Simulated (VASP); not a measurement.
# Yb: single point with PBE

Crystal: Yb.

```
CELL_PARAMETERS angstrom
0.00000 2.61516 2.61516
2.61516 0.00000 2.61516
2.61516 2.61516 0.00000
ATOMIC_POSITIONS crystal
Yb 0.00000 0.00000 0.00000
```

* Program: VASP 6.6.1
* Task: single point
* Functional: PBE
* Potentials or basis: VASP PAW PBE potentials, release 64 (Yb)
* Cutoff: 520 eV
* k mesh: 10 × 10 × 10
* Occupations: gaussian, width 0.1 eV
* Spin: no spin polarisation

The pressure is 0.4 GPa and the band gap on the k mesh is zero (band 12 reaches 1.62 eV, above the bottom of band 13 at 1.60 eV).

Levels at points of the mesh, in eV from the Fermi level:
```csv
k point,band 10,band 11,band 12,band 13,band 14,band 15
"(0.00, 0.00, 0.00)",-0.28,-0.28,-0.28,2.85,2.85,2.85
"(0.50, 0.00, 0.00)",-0.30,-0.30,-0.28,0.37,2.63,2.63
"(0.50, 0.50, 0.00)",-0.32,-0.31,-0.31,0.07,1.72,6.57
```

Run time: 74 s on 1 thread of Intel Xeon 6975P-C, on a shared host, peak memory 0.19 GiB.

Caveat: spin-orbit coupling is left out, which moves the levels of the heavy elements. Spin polarisation is off, so any magnetic state and its effect on volume and gap are missing.
